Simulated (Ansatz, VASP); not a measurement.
ZrSi7: VASP beside Ansatz

```xyz
16
Lattice="5.1010 0.0000 -0.0009 0.0000 5.2577 0.0000 -1.6127 0.0000 9.5585" Properties=species:S:1:pos:R:3 pbc="T T T"
Zr    1.7248    5.2626    6.9232
Zr    1.7635    2.6337    2.6344
Si    0.4083    0.1388    2.5930
Si    0.5150    2.6896    7.0650
Si    0.5737    1.3903    9.2501
Si    0.4138    3.9928    4.7459
Si    0.3016    4.0379    0.5964
Si    0.4132    1.3931    4.8472
Si    2.9732    0.0608    2.4925
Si    3.0800    2.7677    6.9646
Si    3.1867    1.4090    8.9612
Si    3.0750    4.0220    4.7103
Si    2.9146    4.0191    0.3074
Si    3.0745    1.3639    4.8116
Si    4.2769    2.1237    1.6054
Si   -0.7886    4.7526    7.9522
```

Change from the starting cell: the structure that the rattled cell fell into.

Alike in both runs: functional PBE; k mesh 6 × 6 × 4; occupations gaussian, width 0.1 eV; no spin polarisation.

Ansatz relaxed the structure, and its values are those at the end. VASP's run is a single point on that final structure, the one shown.

|  | VASP | Ansatz |
| --- | --- | --- |
| version | VASP 6.6.1 | Ansatz 0.2.0 |
| potentials or method | VASP PAW PBE potentials, release 64 (Zr_sv, Si), cutoff 520 eV | scalar-relativistic, plane waves, PAW |
| valence electrons in the cell | 80 | 80 |

|  | VASP | Ansatz | Ansatz less VASP |
| --- | --- | --- | --- |
| gap on the k mesh at the Fermi level (eV) | none | none | - |
| pressure (GPa) | 0.0 | 0.0 | +0.03 |

A gap of «none» marks a metal or a gap that the smearing closes.
